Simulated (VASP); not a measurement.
A run of VASP 6.6.1 is set up as follows.

INCAR

```
  ALGO = Normal
  EDIFF = 1E-6
  EDIFFG = -0.04
  ENCUT = 600
  GGA = PE
  IBRION = 2
  ISIF = 3
  ISMEAR = 0
  LASPH = T
  LCHARG = F
  LREAL = F
  LWAVE = F
  NELM = 80
  NSW = 90
  PREC = Accurate
  SIGMA = 0.1
```

KPOINTS

```
k-points
0
Gamma
  4 4 6
```

Contents of POSCAR:

```
BaSi2C2
1.0
    3.1392987100     -3.5244028000      0.0000000000
    3.1392987100      3.5244028000      0.0000000000
    0.0000000000      0.0000000000      3.4754883600
Ba Si C
1 2 2
Direct
    0.5000000000      0.5000000000      0.0000000000
    0.1343689400      0.8656310600      0.5000000000
    0.8656310600      0.1343689400      0.5000000000
    0.0000000000      0.5000000000      0.5000000000
    0.5000000000      0.0000000000      0.5000000000
```

Potentials or basis: VASP PAW PBE potentials, release 64 (Ba_sv, Si, C).

Run with:

```console
$ cat potpaw_PBE.64/Ba_sv/POTCAR potpaw_PBE.64/Si/POTCAR potpaw_PBE.64/C/POTCAR > POTCAR
$ mpirun -np 1 vasp_std > vasp.out
```

Predict the relaxed volume.

19.84 Å³/atom.

Predict the relaxed cell.

a = 5.028 Å, b = 5.028 Å, c = 4.050 Å, α = 90.00°, β = 90.00°, γ = 104.34°.

Forces on the atoms (eV/Å):
```
Ba   0.000  0.000  0.000
Si   0.000  0.013  0.000
Si   0.000 -0.013  0.000
C    0.000  0.000  0.000
C    0.000  0.000  0.000
```

Caveat: the volume moved by over 15 % at a fixed basis, so the end points are rough.
